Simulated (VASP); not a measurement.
Here is a VASP 6.6.1 calculation.

Contents of INCAR:

```
SYSTEM = ZnO
PREC = Accurate
ENCUT = 520
EDIFF = 1E-6
ISMEAR = -1
SIGMA = 0.05
LREAL = .FALSE.
LASPH = .TRUE.
NELM = 80
ALGO = Normal
ISIF = 2
LWAVE = .FALSE.
LCHARG = .FALSE.
GGA = PE
NBANDS = 26
```

The input KPOINTS:

```
Automatic mesh
0
G
  9 9 4
  0 0 0
```

Contents of POSCAR:

```
ZnO
1.0
    3.3097424102      0.0000000000      0.0000000000
   -1.6548712051      2.8663210072      0.0000000000
    0.0000000000      0.0000000000      7.1776641921
Zn O
2 2
Direct
    0.0000000000      0.0000000000      0.2500000000
    0.0000000000      0.0000000000      0.7500000000
    0.6666666667      0.3333333333      0.7500000000
    0.3333333333      0.6666666667      0.2500000000
```

Potentials or basis: VASP PAW PBE potentials, release 64 (Zn, O).

Launch:

```bash
$ cat potpaw_PBE.64/Zn/POTCAR potpaw_PBE.64/O/POTCAR > POTCAR
$ mpirun -np 1 vasp_std > vasp.out
```

**Question.** Estimate the band gap on the k mesh.

**Answer.** 0.82 eV, direct.

**Question.** Estimate the pressure.

**Answer.** -1.6 GPa.

Stress tensor (GPa, compression positive):
```
-2.51  0.00  0.00
 0.00 -2.51  0.00
 0.00  0.00  0.18
```

A k mesh can miss the band edges.
